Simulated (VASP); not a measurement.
Wanted: the native input for a VASP 6.6.1 run.

```yaml
Task: single point
Functional: PBEsol
Potentials_or_basis: VASP PAW PBE potentials, release 64 (N, B)
Cutoff: 520 eV
k_mesh: 13 × 13 × 9
Occupations: gaussian, width 0.1 eV
Spin: no spin polarisation
Dipole_correction: no
Further_INCAR_settings: ALGO = Normal; EDIFF = 1e-07; NBANDS = 11
```

The structure of BN lies in POSCAR:

```
BN
1.0
    2.5080409239      0.0000000000      0.0000000000
   -1.2467107647      2.1762310413      0.0000000000
   -0.6306650796     -1.0881155206      3.0225400000
N B
1 1
Direct
    0.6685060000      0.3323850000      0.9849990000
    0.9796430000      0.9834990000      0.0018060000
```

One way to write it, as run:

INCAR

```
PREC = Accurate ; ENCUT = 520
EDIFF = 1E-7 ; ISMEAR = 0
SIGMA = 0.1 ; LREAL = F
LASPH = T ; NELM = 80
ALGO = Normal ; ISIF = 2
LWAVE = F ; LCHARG = F
GGA = PS ; NBANDS = 11
```

KPOINTS

```
Automatic mesh
0
Gamma
  13 13 9
```

Potentials or basis: VASP PAW PBE potentials, release 64 (N, B).

Command:

```bash
$ cat potpaw_PBE.64/N/POTCAR potpaw_PBE.64/B/POTCAR > POTCAR
$ mpirun -np 1 vasp_std > vasp.out
```

It gave:

The pressure is 1.9 GPa. The largest force is 2.739 eV/Å and the band gap on the k mesh is 2.70 eV (least direct gap 4.47 eV).

Caveat: the PAW data sets were made with another functional, which shifts forces and pressure a little; an odd mesh through Γ misses points on the zone boundary, where band edges can lie.

It took 97 s on 1 thread of Intel(R) Xeon(R) Platinum 8259CL CPU @ 2.50GHz (Skylake/Cascade Lake) (shared host), peak memory 0.23 GiB.
